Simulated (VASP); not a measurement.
# AlRu (Pm-3m) in VASP: single point with PBE

Aim: the single point of AlRu with PBE.

Program: VASP 6.6.1. These are calculated values, not measurements. Logs are shortened: lines on timing, memory, paths and dates and some standing lists are left out, and cuts for length are marked.

### Step 1. The cell of the first run

The structure is cubic, space group Pm-3m (No. 221). Conventional cell: a = 2.992 Å, b = 2.992 Å, c = 2.992 Å, α = 90.00°, β = 90.00°, γ = 90.00°. Al (site symmetry m-3m) has 8 Ru at 2.59 Å and 6 Al at 2.99 Å within 3.4 Å. Within 3.4 Å of Ru (site symmetry m-3m) lie 8 Al at 2.59 Å and 6 Ru at 2.99 Å.

### Step 2. Single point, PBE

INCAR reads:

```
SYSTEM = AlRu
PREC = Accurate ; ENCUT = 520
EDIFF = 1E-7 ; ISMEAR = -1
SIGMA = 0.1 ; LREAL = .FALSE.
LASPH = .TRUE. ; NELM = 80
ALGO = Normal ; ISIF = 2
LWAVE = .FALSE. ; LCHARG = .FALSE.
GGA = PE ; NBANDS = 16
```

KPOINTS reads:

```
Automatic mesh
0
G
  8 8 8
  0 0 0
```

POSCAR reads:

```
AlRu
1.0
    2.9916000000      0.0000000000      0.0000000000
    0.0000000000      2.9916000000      0.0000000000
    0.0000000000      0.0000000000      2.9916000000
Al Ru
1 1
Direct
    0.0000000000      0.0000000000      0.0000000000
    0.5000000000      0.5000000000      0.5000000000
```

Potentials or basis: VASP PAW PBE potentials, release 64 (Al, Ru_pv).

Started as:

```sh
cat potpaw_PBE.64/Al/POTCAR potpaw_PBE.64/Ru_pv/POTCAR > POTCAR
mpirun -np 1 vasp_std > vasp.out
```

OUTCAR:

```text
SYSTEM = AlRu
   PREC = Accurate
   ENCUT = 520
   EDIFF = 1E-7
   ISMEAR = -1
   LREAL = .FALSE.
   LASPH = .TRUE.
   NELM = 80
   ISIF = 2
   GGA = PE

 ion  position               nearest neighbor table
   1  0.000  0.000  0.000-   2 2.59   2 2.59   2 2.59   2 2.59   2 2.59   2 2.59   2 2.59   2 2.59

   2  0.500  0.500  0.500-   1 2.59   1 2.59   1 2.59   1 2.59   1 2.59   1 2.59   1 2.59   1 2.59

  LATTYP: Found a simple cubic cell.
 ALAT       =     2.9916000000

  Lattice vectors:

 A1 = (   2.9916000000,   0.0000000000,   0.0000000000)
 A2 = (   0.0000000000,   2.9916000000,   0.0000000000)
 A3 = (   0.0000000000,   0.0000000000,   2.9916000000)

Analysis of symmetry for initial positions (statically):
=====================================================================
 Subroutine PRICEL returns:
 Original cell was already a primitive cell.

 Routine SETGRP: Setting up the symmetry group for a
 simple cubic supercell.

 Subroutine GETGRP returns: Found 48 space group operations
 (whereof 48 operations were pure point group operations)
 out of a pool of 48 trial point group operations.

The static configuration has the point symmetry O_h .

Analysis of symmetry for dynamics (positions and initial velocities):
=====================================================================
 Subroutine PRICEL returns:
 Original cell was already a primitive cell.

 Routine SETGRP: Setting up the symmetry group for a
 simple cubic supercell.

 Subroutine GETGRP returns: Found 48 space group operations
 (whereof 48 operations were pure point group operations)
 out of a pool of 48 trial point group operations.

The dynamic configuration has the point symmetry O_h .

 Subroutine INISYM returns: Found 48 space group operations
 (whereof 48 operations are pure point group operations),
 and found     1 'primitive' translations

----------------------------------------------------------------------------------------

                                     Primitive cell

  volume of cell :      26.7738

  direct lattice vectors                    reciprocal lattice vectors
     2.991600000  0.000000000  0.000000000     0.334269287  0.000000000  0.000000000
     0.000000000  2.991600000  0.000000000     0.000000000  0.334269287  0.000000000
     0.000000000  0.000000000  2.991600000     0.000000000  0.000000000  0.334269287

  length of vectors
     2.991600000  2.991600000  2.991600000     0.334269287  0.334269287  0.334269287

  position of ions in fractional coordinates (direct lattice)
     0.000000000  0.000000000  0.000000000
     0.500000000  0.500000000  0.500000000

  ion indices of the primitive-cell ions
   primitive index   ion index
                 1           1
                 2           2

----------------------------------------------------------------------------------------

 KPOINTS: Automatic mesh

Automatic generation of k-mesh.
 Grid dimensions read from file:
 generate k-points for:    8    8    8

 Generating k-lattice:

  Cartesian coordinates                     Fractional coordinates (reciprocal lattice)
     0.041783661  0.000000000  0.000000000     0.125000000  0.000000000  0.000000000
     0.000000000  0.041783661  0.000000000     0.000000000  0.125000000  0.000000000
     0.000000000  0.000000000  0.041783661     0.000000000  0.000000000  0.125000000

  Length of vectors
     0.041783661  0.041783661  0.041783661

  Shift w.r.t. Gamma in fractional coordinates (k-lattice)
     0.000000000  0.000000000  0.000000000

 Subroutine IBZKPT returns following result:
 ===========================================

 Found     35 irreducible k-points:

 Following reciprocal coordinates:
            Coordinates               Weight
  0.000000  0.000000  0.000000      1.000000
  0.125000  0.000000  0.000000      6.000000
  0.250000  0.000000  0.000000      6.000000
  0.375000  0.000000  0.000000      6.000000
  0.500000  0.000000  0.000000      3.000000
  0.125000  0.125000  0.000000     12.000000
[... 16 lines left out ...]
  0.375000  0.375000  0.125000     24.000000
  0.500000  0.375000  0.125000     24.000000
 [... further k-points ...]
   k-points           NKPTS =     35   k-points in BZ     NKDIM =     35   number of bands    NBANDS=     16
   number of dos      NEDOS =    301   number of ions     NIONS =      2
   total plane-waves  NPLWV =  13824
   dimension x,y,z NGX =    24 NGY =   24 NGZ =   24
   dimension x,y,z NGXF=    48 NGYF=   48 NGZF=   48
   ions per type =               1   1
   NGX,Y,Z   is equivalent  to a cutoff of  13.34, 13.34, 13.34 a.u.
   NGXF,Y,Z  is equivalent  to a cutoff of  26.67, 26.67, 26.67 a.u.
 SYSTEM =  AlRu
   PREC   = accura    normal or accurate (medium, high low for compatibility)
   ISTART =      0    job   : 0-new  1-cont  2-samecut
   ICHARG =      2    charge: 1-file 2-atom 10-const
   ISPIN  =      1    spin polarized calculation?
   LNONCOLLINEAR =      F non collinear calculations
   LSORBIT =      F    spin-orbit coupling
   LASPH  =      T    aspherical Exc in radial PAW
   ENCUT  =  520.0 eV  38.22 Ry    6.18 a.u.   5.56  5.56  5.56*2*pi/ulx,y,z
   NELM   =     80;   NELMIN=  2; NELMDL= -5     # of ELM steps
   EDIFF  = 0.1E-06   stopping-criterion for ELM
   LREAL  =      F    real-space projection
   EDIFFG = 0.1E-05   stopping-criterion for IOM
   NSW    =      0    number of steps for IOM
   IBRION =     -1    ionic relax: 0-MD 1-quasi-New 2-CG
   NFREE  =      0    steps in history (QN), initial steepest desc. (CG)
   ISIF   =      2    stress and relaxation
   ISYM   =      2    0-nonsym 1-usesym 2-fastsym
   POTIM  = 0.5000    time-step for ionic-motion
   TEBEG  =    0.0;   TEEND  =   0.0 temperature during run
   PSTRESS=    0.0 pullay stress
   NELECT =      17.0000    total number of electrons
   NUPDOWN=      -1.0000    fix difference up-down
   EMIN   =  10.00;   EMAX   =-10.00  energy-range for DOS
   EFERMI =   0.00;   METHOD = LEGACY
   ISMEAR =    -1;   SIGMA  =   0.10  broadening in eV -4-tet -1-fermi 0-gaus
   EFERMI_NEDOS =   21; number of points for ismear=-14 and -15
   IALGO  =     38    algorithm
   IMIX   =      4    mixing-type and parameters
     AMIX     =   0.40;   BMIX     =  1.00
     AMIX_MAG =   1.60;   BMIX_MAG =  1.00
  volume/ion in A,a.u.               =      13.39        90.34
  Fermi-wavevector in a.u.,A,eV,Ry     =   1.407087  2.659009 26.938090  1.979894
  Thomas-Fermi vector in A             =   2.529382
   LORBIT       =      0    0 simple, 1 ext, 2 COOP (PROOUT), +10 PAW based schemes
   GGA     = PE    functional components
   LHFCALC =     F    Hartree Fock is set to
   AEXX    =    0.0000 exact exchange contribution
   IVDW    =     0    specifies the selected vdW correction
   LEPSILON=     F    determine dielectric tensor
   LRPA    =     F    only Hartree local field effects (RPA)
 non-spin polarized calculation
  energy-cutoff  :      520.00
  volume of cell :       26.77
 maximum number of plane-waves:       739
 NGX is ok and might be reduce to    24
   NGX = 11   NGY = 11   NGZ = 11

 number of electron      16.9999995 magnetization

 Free energy of the ion-electron system (eV)
  ---------------------------------------------------
  ext. energy  EPLUGINS =         0.00000000
  ---------------------------------------------------
  free energy    TOTEN  =       -14.25373514 eV

  energy without entropy =      -14.18993170  energy(sigma->0) =      -14.22183342

 E-fermi :  10.7631     XC(G=0): -12.5649

 val. band max:       10.7299910587   @ k =   0.2500   0.1250   0.0000
 cond. band min:      10.8195800801   @ k =   0.5000   0.3750   0.2500
 fundamental gap:      0.0895890215
 Fermi energy:        10.7630644596

 k-point     1 :       0.0000    0.0000    0.0000
  band No.  band energies     occupation
      1     -31.0329      2.00000
      2     -31.0329      2.00000
      3     -31.0329      2.00000
      4       1.0420      2.00000
      5       7.1572      2.00000
      6       7.1572      2.00000
[... 8 lines left out ...]
     15      22.8722      0.00000
     16      25.8265      0.00000

 k-point     2 :       0.1250    0.0000    0.0000
  band No.  band energies     occupation
      1     -31.0639      2.00000
      2     -31.0303      2.00000
      3     -31.0303      2.00000
      4       1.3402      2.00000
      5       7.2474      2.00000
      6       7.2607      2.00000
[... 8 lines left out ...]
     15      22.8737      0.00000
     16      26.8014      0.00000

 k-point     3 :       0.2500    0.0000    0.0000
  band No.  band energies     occupation
      1     -31.1382      2.00000
      2     -31.0240      2.00000
      3     -31.0240      2.00000
      4       2.1940      2.00000
      5       7.2451      2.00000
      6       7.5281      2.00000
[... 8 lines left out ...]
     15      23.5167      0.00000
     16      27.1946      0.00000

 k-point     4 :       0.3750    0.0000    0.0000
  band No.  band energies     occupation
      1     -31.2118      2.00000
      2     -31.0177      2.00000
      3     -31.0177      2.00000
      4       3.4894      2.00000
      5       6.5131      2.00000
      6       7.8254      2.00000
[... 8 lines left out ...]
     15      23.9258      0.00000
     16      24.9506      0.00000
[... 324 lines left out ...]
 k-point    22 :       0.5000    0.2500    0.1250
  band No.  band energies     occupation
      1     -31.2252      2.00000
      2     -31.1130      2.00000
      3     -31.0353      2.00000
      4       5.0728      2.00000
      5       6.3314      2.00000
      6       8.1298      2.00000
[... 8 lines left out ...]
     15      22.8748      0.00000
     16      24.5235      0.00000

 k-point    23 :       0.3750    0.3750    0.1250
  band No.  band energies     occupation
      1     -31.1881      2.00000
      2     -31.1858      2.00000
      3     -31.0314      2.00000
      4       4.7966      2.00000
      5       7.1133      2.00000
      6       8.1575      2.00000
[... 8 lines left out ...]
     15      23.7819      0.00000
     16      24.5735      0.00000

 k-point    24 :       0.5000    0.3750    0.1250
  band No.  band energies     occupation
      1     -31.2160      2.00000
      2     -31.1833      2.00000
      3     -31.0286      2.00000
      4       4.9231      2.00000
      5       7.2997      2.00000
      6       8.0587      2.00000
[... 8 lines left out ...]
     15      23.7016      0.00000
     16      24.0311      0.00000

 [... further k-points ...]
[... 5 lines left out ...]
  --------------------------------------------------------------------------------------
  -------------------------------------------------------------------------------------
  Total        0.5150585      0.5150585      0.5150585      0.0000000     -0.0000000      0.0000000
  in kB       30.8216956     30.8216956     30.8216956      0.0000000     -0.0000000      0.0000000
  external PRESSURE =      30.8216956 kB  Pullay stress =       0.0000000 kB

 VOLUME and BASIS-vectors are now :
 -----------------------------------------------------------------------------
  energy-cutoff  :      520.00
  volume of cell :       26.77
      direct lattice vectors                 reciprocal lattice vectors
     2.991600000  0.000000000  0.000000000     0.334269287  0.000000000  0.000000000
     0.000000000  2.991600000  0.000000000     0.000000000  0.334269287  0.000000000
     0.000000000  0.000000000  2.991600000     0.000000000  0.000000000  0.334269287

 POSITION                                       TOTAL-FORCE (eV/Angst)
 -----------------------------------------------------------------------------------
      0.00000      0.00000      0.00000         0.000000      0.000000      0.000000
      1.49580      1.49580      1.49580         0.000000      0.000000      0.000000
 -----------------------------------------------------------------------------------
    total drift:                                0.000000     -0.000000     -0.000000

  FREE ENERGIE OF THE ION-ELECTRON SYSTEM (eV)
  ---------------------------------------------------
  free  energy   TOTEN  =       -14.2537351353 eV

  energy  without entropy=      -14.1899317037  energy(sigma->0) =      -14.22183342
```

Wall time 4.7 s (1 thread of Intel Xeon 6975P-C (Granite Rapids), shared host); peak memory 0.14 GiB.

Results:

```
Free energy : -14.2537 eV
Pressure    : 3.1 GPa
```

Levels at points of the mesh, in eV from the Fermi level:
```csv
k point,band 6,band 7,band 8,band 9,band 10,band 11,band 12,band 13
"(0.00, 0.00, 0.00)",-3.61,0.14,0.14,0.14,6.03,6.03,6.03,10.93
"(0.50, 0.00, 0.00)",-2.80,-1.64,-1.64,0.40,2.26,7.40,10.99,10.99
"(0.50, 0.50, 0.00)",-1.41,-1.41,-1.20,-1.20,1.50,5.27,6.20,10.55
"(0.50, 0.50, 0.50)",-4.67,1.59,1.59,2.53,4.09,4.09,4.09,8.50
```
